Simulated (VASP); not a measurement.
Set up this calculation in VASP 6.6.1, as the native input.

```yaml
Task: single point
Functional: revPBE
Potentials_or_basis: VASP PAW PBE potentials, release 64 (In_d)
Cutoff: 520 eV
k_mesh: 17 × 17 × 9
Occupations: fermi-dirac, width 0.1 eV
Spin: no spin polarisation
Dipole_correction: no
Further_INCAR_settings: ALGO = Normal; EDIFF = 1e-07; NBANDS = 20
```

The structure of In lies in POSCAR:

```
In
1.0
    3.4413944014      0.0000000000      0.0000000000
   -1.7206972007      2.9803349761      0.0000000000
    0.0000000000      0.0000000000      5.5858133161
In
2
Direct
    0.3333333333      0.6666666667      0.2500000000
    0.6666666667      0.3333333333      0.7500000000
```

This isn't the form of In at room conditions, which is tetragonal.

These files were run (other wordings do the same):

INCAR

```
SYSTEM = In
PREC = Accurate
ENCUT = 520
EDIFF = 1E-7
ISMEAR = -1
SIGMA = 0.1
LREAL = .False.
LASPH = .True.
NELM = 60
ALGO = Normal
ISIF = 2
LWAVE = .False.
LCHARG = .False.
GGA = RE
NBANDS = 20
```

KPOINTS

```
Automatic mesh
0
Gamma
  17 17 9
  0 0 0
```

Potentials or basis: VASP PAW PBE potentials, release 64 (In_d).

Command:

```console
$ cat potpaw_PBE.64/In_d/POTCAR > POTCAR
$ mpirun -np 1 vasp_std > vasp.out
```

It gave:

```json
{
  "Pressure": "0.0 GPa",
  "Band gap on the k mesh": "zero (bands 13 and 14 overlap by 4.78 eV)"
}
```

Caveat: the PAW data sets were made with another functional, which shifts forces and pressure a little; spin-orbit coupling is left out, which moves the levels of the heavy elements.

Run time: 3.8 min on 1 thread of Intel Xeon 8259CL, on a shared host, peak memory 0.28 GiB.
